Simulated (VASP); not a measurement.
# Se (P6/mmm) in VASP: single point with PBEsol

Aim: the single point of Se with PBEsol.

Program: VASP 6.6.1. These are calculated values, not measurements. Logs are shortened: lines on timing, memory, paths and dates and some standing lists are left out, and cuts for length are marked.

## 1. The cell of the first run

It takes space group P6/mmm (No. 191, hexagonal). The conventional cell has a = 4.298 Å, b = 4.298 Å, c = 7.008 Å, α = 90.00°, β = 90.00°, γ = 120.00°. Within 5.6 Å of Se (site symmetry 6/mmm) lie 6 Se at 4.30 Å.

## 2. Single point, PBEsol

Contents of INCAR:

```
SYSTEM = Se
  PREC = Accurate
  ENCUT = 500
  EDIFF = 1E-6
  ISMEAR = -1
  SIGMA = 0.1
  LREAL = .False.
  LASPH = .True.
  NELM = 120
  ALGO = Normal
  ISIF = 2
  LWAVE = .False.
  LCHARG = .False.
  GGA = PS
  NBANDS = 9
  GGA_COMPAT = .False.
```

Contents of KPOINTS:

```
regular mesh
0
Gamma
  5 5 3
  0 0 0
```

Contents of POSCAR:

```
Se
1.0
    4.2976520000      0.0000000000      0.0000000000
   -2.1488260000      3.7218760000      0.0000000000
    0.0000000000      0.0000000000      7.0078730000
Se
1
Direct
    0.3333333333      0.6666666667      0.6257460000
```

Potentials or basis: VASP PAW PBE potentials, release 64 (Se).

On the command line:

```
$ cat potpaw_PBE.64/Se/POTCAR > POTCAR
$ mpirun -np 1 vasp_std > vasp.out
```

OUTCAR:

```text
SYSTEM = Se
   PREC = Accurate
   ENCUT = 500
   EDIFF = 1E-6
   ISMEAR = -1
   LREAL = .False.
   LASPH = .True.
   NELM = 120
   ISIF = 2
   GGA = PS

 ion  position               nearest neighbor table
   1  0.333  0.667  0.626-

  LATTYP: Found a hexagonal cell.
 ALAT       =     4.2976520000
 C/A-ratio  =     1.6306283059

  Lattice vectors:

 A1 = (   4.2976520000,   0.0000000000,   0.0000000000)
 A2 = (  -2.1488260000,   3.7218760000,   0.0000000000)
 A3 = (   0.0000000000,   0.0000000000,   7.0078730000)

Analysis of symmetry for initial positions (statically):
=====================================================================
 Subroutine PRICEL returns:
 Original cell was already a primitive cell.

 Routine SETGRP: Setting up the symmetry group for a
 hexagonal supercell.

 Subroutine GETGRP returns: Found 24 space group operations
 (whereof  6 operations were pure point group operations)
 out of a pool of 24 trial point group operations.

The static configuration has the point symmetry C_3v.
 The point group associated with its full space group is D_6h.

Analysis of symmetry for dynamics (positions and initial velocities):
=====================================================================
 Subroutine PRICEL returns:
 Original cell was already a primitive cell.

 Routine SETGRP: Setting up the symmetry group for a
 hexagonal supercell.

 Subroutine GETGRP returns: Found 24 space group operations
 (whereof  6 operations were pure point group operations)
 out of a pool of 24 trial point group operations.

The dynamic configuration has the point symmetry C_3v.
 The point group associated with its full space group is D_6h.

 Subroutine INISYM returns: Found 24 space group operations
 (whereof  6 operations are pure point group operations),
 and found     1 'primitive' translations

----------------------------------------------------------------------------------------

                                     Primitive cell

  volume of cell :     112.0932

  direct lattice vectors                    reciprocal lattice vectors
     4.297652000  0.000000000  0.000000000     0.232685196  0.134340854  0.000000000
    -2.148826000  3.721876000  0.000000000     0.000000000  0.268681708  0.000000000
     0.000000000  0.000000000  7.007873000     0.000000000  0.000000000  0.142696650

  length of vectors
     4.297652000  4.297652166  7.007873000     0.268681718  0.268681708  0.142696650

  position of ions in fractional coordinates (direct lattice)
     0.333333333  0.666666667  0.625746000

  ion indices of the primitive-cell ions
   primitive index   ion index
                 1           1

----------------------------------------------------------------------------------------

 KPOINTS: regular mesh

Automatic generation of k-mesh.
 Grid dimensions read from file:
 generate k-points for:    5    5    3

 Generating k-lattice:

  Cartesian coordinates                     Fractional coordinates (reciprocal lattice)
     0.046537039  0.026868171  0.000000000     0.200000000  0.000000000  0.000000000
     0.000000000  0.053736342  0.000000000     0.000000000  0.200000000  0.000000000
     0.000000000  0.000000000  0.047565550     0.000000000  0.000000000  0.333333333

  Length of vectors
     0.053736344  0.053736342  0.047565550

  Shift w.r.t. Gamma in fractional coordinates (k-lattice)
     0.000000000  0.000000000  0.000000000

 Subroutine IBZKPT returns following result:
 ===========================================

 Found     10 irreducible k-points:

 Following reciprocal coordinates:
            Coordinates               Weight
  0.000000  0.000000  0.000000      1.000000
  0.200000 -0.000000  0.000000      6.000000
  0.400000  0.000000  0.000000      6.000000
  0.200000  0.200000  0.000000      6.000000
  0.400000  0.200000  0.000000      6.000000
  0.000000  0.000000  0.333333      2.000000
  0.200000 -0.000000  0.333333     12.000000
  0.400000  0.000000  0.333333     12.000000
  0.200000  0.200000  0.333333     12.000000
  0.400000  0.200000  0.333333     12.000000
   k-points           NKPTS =     10   k-points in BZ     NKDIM =     10   number of bands    NBANDS=      9
   number of dos      NEDOS =    301   number of ions     NIONS =      1
   total plane-waves  NPLWV =  55296
   dimension x,y,z NGX =    32 NGY =   32 NGZ =   54
   dimension x,y,z NGXF=    64 NGYF=   64 NGZF=  108
   ions per type =               1
   NGX,Y,Z   is equivalent  to a cutoff of  12.38, 12.38, 12.81 a.u.
   NGXF,Y,Z  is equivalent  to a cutoff of  24.76, 24.76, 25.62 a.u.
 SYSTEM =  Se
   PREC   = accura    normal or accurate (medium, high low for compatibility)
   ISTART =      0    job   : 0-new  1-cont  2-samecut
   ICHARG =      2    charge: 1-file 2-atom 10-const
   ISPIN  =      1    spin polarized calculation?
   LNONCOLLINEAR =      F non collinear calculations
   LSORBIT =      F    spin-orbit coupling
   LASPH  =      T    aspherical Exc in radial PAW
   ENCUT  =  500.0 eV  36.75 Ry    6.06 a.u.   7.84  7.84 12.78*2*pi/ulx,y,z
   NELM   =    120;   NELMIN=  2; NELMDL= -5     # of ELM steps
   EDIFF  = 0.1E-05   stopping-criterion for ELM
   LREAL  =      F    real-space projection
   EDIFFG = 0.1E-04   stopping-criterion for IOM
   NSW    =      0    number of steps for IOM
   IBRION =     -1    ionic relax: 0-MD 1-quasi-New 2-CG
   NFREE  =      0    steps in history (QN), initial steepest desc. (CG)
   ISIF   =      2    stress and relaxation
   ISYM   =      2    0-nonsym 1-usesym 2-fastsym
   POTIM  = 0.5000    time-step for ionic-motion
   TEBEG  =    0.0;   TEEND  =   0.0 temperature during run
   PSTRESS=    0.0 pullay stress
   NELECT =       6.0000    total number of electrons
   NUPDOWN=      -1.0000    fix difference up-down
   EMIN   =  10.00;   EMAX   =-10.00  energy-range for DOS
   EFERMI =   0.00;   METHOD = LEGACY
   ISMEAR =    -1;   SIGMA  =   0.10  broadening in eV -4-tet -1-fermi 0-gaus
   EFERMI_NEDOS =   21; number of points for ismear=-14 and -15
   IALGO  =     38    algorithm
   IMIX   =      4    mixing-type and parameters
     AMIX     =   0.40;   BMIX     =  1.00
     AMIX_MAG =   1.60;   BMIX_MAG =  1.00
  volume/ion in A,a.u.               =     112.09       756.44
  Fermi-wavevector in a.u.,A,eV,Ry     =   0.616972  1.165908  5.179118  0.380654
  Thomas-Fermi vector in A             =   1.674891
   LORBIT       =      0    0 simple, 1 ext, 2 COOP (PROOUT), +10 PAW based schemes
   GGA     = PS    functional components
   LHFCALC =     F    Hartree Fock is set to
   AEXX    =    0.0000 exact exchange contribution
   IVDW    =     0    specifies the selected vdW correction
   LEPSILON=     F    determine dielectric tensor
   LRPA    =     F    only Hartree local field effects (RPA)
 non-spin polarized calculation
  energy-cutoff  :      500.00
  volume of cell :      112.09
 maximum number of plane-waves:      2860
 NGX is ok and might be reduce to    32
   NGX = 15   NGY = 15   NGZ = 25

 number of electron       5.9999999 magnetization

 Free energy of the ion-electron system (eV)
  ---------------------------------------------------
  ext. energy  EPLUGINS =         0.00000000
  ---------------------------------------------------
  free energy    TOTEN  =        -0.88980597 eV

  energy without entropy =       -0.68670703  energy(sigma->0) =       -0.78825650

 E-fermi :  -4.6460     XC(G=0):  -4.0083

 val. band max:       -4.6543131886   @ k =   0.4000   0.2000   0.3333
 cond. band min:      -4.6419315725   @ k =   0.4000   0.2000   0.0000
 fundamental gap:      0.0123816160
 Fermi energy:        -4.6459529959

 k-point     1 :       0.0000    0.0000    0.0000
  band No.  band energies     occupation
      1     -15.8193      2.00000
      2      -5.0072      1.94747
      3      -4.1761      0.01806
      4      -4.1761      0.01806
      5       0.4420      0.00000
      6       2.8563      0.00000
      7       4.4191      0.00000
      8       6.0868      0.00000
      9       6.0868      0.00000

 k-point     2 :       0.2000   -0.0000    0.0000
  band No.  band energies     occupation
      1     -15.7585      2.00000
      2      -4.8968      1.84945
      3      -4.7813      1.58925
      4      -4.2948      0.05797
      5       1.0884      0.00000
      6       3.5893      0.00000
      7       4.1165      0.00000
      8       5.0160      0.00000
      9       6.9016      0.00000

 k-point     3 :       0.4000    0.0000    0.0000
  band No.  band energies     occupation
      1     -15.6562      2.00000
      2      -5.5459      1.99975
      3      -4.7038      1.28143
      4      -4.4733      0.30209
      5       2.2942      0.00000
      6       3.5567      0.00000
      7       3.6016      0.00000
      8       4.8078      0.00000
      9       6.9143      0.00000

 k-point     4 :       0.2000    0.2000    0.0000
  band No.  band energies     occupation
      1     -15.6763      2.00000
      2      -5.2868      1.99671
      3      -4.7428      1.44981
      4      -4.6180      0.86137
      5       2.0765      0.00000
      6       3.8107      0.00000
      7       4.3216      0.00000
      8       4.7423      0.00000
      9       6.0977      0.00000

 k-point     5 :       0.4000    0.2000    0.0000
  band No.  band energies     occupation
      1     -15.6238      2.00000
      2      -5.5038      1.99962
      3      -4.8820      1.82757
      4      -4.6419      0.97990
      5       3.2891      0.00000
      6       3.7607      0.00000
      7       4.0592      0.00000
      8       4.4440      0.00000
      9       5.1672      0.00000

 k-point     6 :       0.0000    0.0000    0.3333
  band No.  band energies     occupation
      1     -15.8191      2.00000
      2      -5.0358      1.96025
      3      -4.1758      0.01800
      4      -4.1758      0.01800
      5       0.9260      0.00000
      6       2.2070      0.00000
      7       4.4774      0.00000
      8       6.1053      0.00000
      9       6.1053      0.00000

 k-point     7 :       0.2000   -0.0000    0.3333
  band No.  band energies     occupation
      1     -15.7584      2.00000
      2      -4.9207      1.87948
      3      -4.7790      1.58199
      4      -4.2944      0.05774
      5       1.5730      0.00000
      6       2.6932      0.00000
      7       4.6447      0.00000
      8       5.1316      0.00000
      9       6.3593      0.00000

 k-point     8 :       0.4000    0.0000    0.3333
  band No.  band energies     occupation
      1     -15.6560      2.00000
      2      -5.5434      1.99975
      3      -4.7189      1.34922
      4      -4.4728      0.30073
      5       2.5006      0.00000
      6       2.9802      0.00000
      7       4.2674      0.00000
      8       5.0431      0.00000
      9       6.1252      0.00000

 k-point     9 :       0.2000    0.2000    0.3333
  band No.  band energies     occupation
      1     -15.6761      2.00000
      2      -5.2844      1.99663
      3      -4.7598      1.51481
      4      -4.6172      0.85722
      5       2.3524      0.00000
      6       3.4616      0.00000
      7       4.4040      0.00000
      8       5.0716      0.00000
      9       5.5748      0.00000

 k-point    10 :       0.4000    0.2000    0.3333
  band No.  band energies     occupation
      1     -15.6237      2.00000
      2      -5.5016      1.99962
      3      -4.8808      1.82556
      4      -4.6543      1.04178
      5       3.0938      0.00000
      6       3.6434      0.00000
      7       4.3689      0.00000
      8       5.0119      0.00000
      9       5.0412      0.00000

------------------------ aborting loop because EDIFF is reached ----------------------------------------

  FORCE on cell =-STRESS in cart. coord.  units (eV):
  Direction    XX          YY          ZZ          XY          YZ          ZX
  --------------------------------------------------------------------------------------
  -------------------------------------------------------------------------------------
  Total       -1.8620796     -1.8620798     -0.0077607      0.0000000      0.0000000      0.0000000
  in kB      -26.6151835    -26.6151862     -0.1109254      0.0000000      0.0000000      0.0000000
  external PRESSURE =     -17.7804317 kB  Pullay stress =       0.0000000 kB

 VOLUME and BASIS-vectors are now :
 -----------------------------------------------------------------------------
  energy-cutoff  :      500.00
  volume of cell :      112.09
      direct lattice vectors                 reciprocal lattice vectors
     4.297652000  0.000000000  0.000000000     0.232685196  0.134340854  0.000000000
    -2.148826000  3.721876000  0.000000000     0.000000000  0.268681708  0.000000000
     0.000000000  0.000000000  7.007873000     0.000000000  0.000000000  0.142696650

 POSITION                                       TOTAL-FORCE (eV/Angst)
 -----------------------------------------------------------------------------------
     -0.00000      2.48125      4.38515         0.000000      0.000000     -0.000000
 -----------------------------------------------------------------------------------
    total drift:                                0.000000     -0.000000     -0.000002

  FREE ENERGIE OF THE ION-ELECTRON SYSTEM (eV)
  ---------------------------------------------------
  free  energy   TOTEN  =        -0.8898059737 eV

  energy  without entropy=       -0.6867070265  energy(sigma->0) =       -0.78825650
```

Run time: 5.2 s. Hardware: 1 thread of Intel Xeon 6975P-C (Granite Rapids), shared host; peak memory 0.21 GiB.

What came out:

```yaml
Free_energy: -0.8898 eV
Pressure: -1.8 GPa
Band_gap_on_the_k_mesh: zero (band 3 reaches -4.18 eV, above the bottom of band 4 at -4.65 eV)
```

Stress tensor (GPa, compression positive):
```
-2.66  0.00  0.00
 0.00 -2.66  0.00
 0.00  0.00 -0.01
```

Caveat: the PAW data sets were made with another functional, which shifts forces and pressure a little.
